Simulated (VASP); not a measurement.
Wanted: the native input for a VASP 6.6.1 run.

| Property | Result |
| --- | --- |
| Task | relaxation of cell and atoms |
| Functional | PBE |
| Potentials or basis | VASP PAW PBE potentials, release 64 (S) |
| Cutoff | 500 eV |
| k mesh | 9 × 9 × 9 |
| Occupations | gaussian, width 0.05 eV |
| Spin | no spin polarisation |
| Dipole correction | no |
| Further INCAR settings | ALGO = Normal; EDIFF = 1e-07; IBRION = 2; EDIFFG = -0.02; NSW = 80; ISIF = 3 |

The structure of S lies in POSCAR:

```
S
1.0
    0.0000000000      2.1000000000      2.1000000000
    2.1000000000      0.0000000000      2.1000000000
    2.1000000000      2.1000000000      0.0000000000
S
1
Direct
    0.0000000000      0.0000000000      0.0000000000
```

This isn't the form of S at room conditions, which is orthorhombic, of S8 rings.

The input as run:

INCAR

```
SYSTEM = S
ALGO = Normal
EDIFF = 1E-7
EDIFFG = -0.02
ENCUT = 500
GGA = PE
GGA_COMPAT = .False.
IBRION = 2
ISIF = 3
ISMEAR = 0
LASPH = .True.
LCHARG = .False.
LREAL = .False.
LWAVE = .False.
NELM = 120
NELMIN = 4
NSW = 80
PREC = Accurate
SIGMA = 0.05
```

KPOINTS

```
k-points
0
Gamma
  9 9 9
  0 0 0
```

Potentials or basis: VASP PAW PBE potentials, release 64 (S).

Command:

```sh
$ cat potpaw_PBE.64/S/POTCAR > POTCAR
$ mpirun -np 1 vasp_std > vasp.out
```

It gave:

- Relaxed volume: 15.80 Å³/atom
- Relaxed cell: a = 2.816 Å, b = 2.816 Å, c = 2.816 Å, α = 60.00°, β = 60.00°, γ = 60.00°
- Space group after relaxing (to 0.1 Å): Fm-3m (No. 225)
- Energy gained by relaxing: 90.0 meV/atom
- Ionic steps: 3
- Pressure after relaxing: 0.0 GPa
- Band gap on the k mesh: zero (bands 3 and 4 overlap by 5.22 eV)

Run time: 14 s on 1 thread of AMD EPYC 7R43 64-Core Processor (Zen 3), with other jobs on the host, peak memory 0.09 GiB.
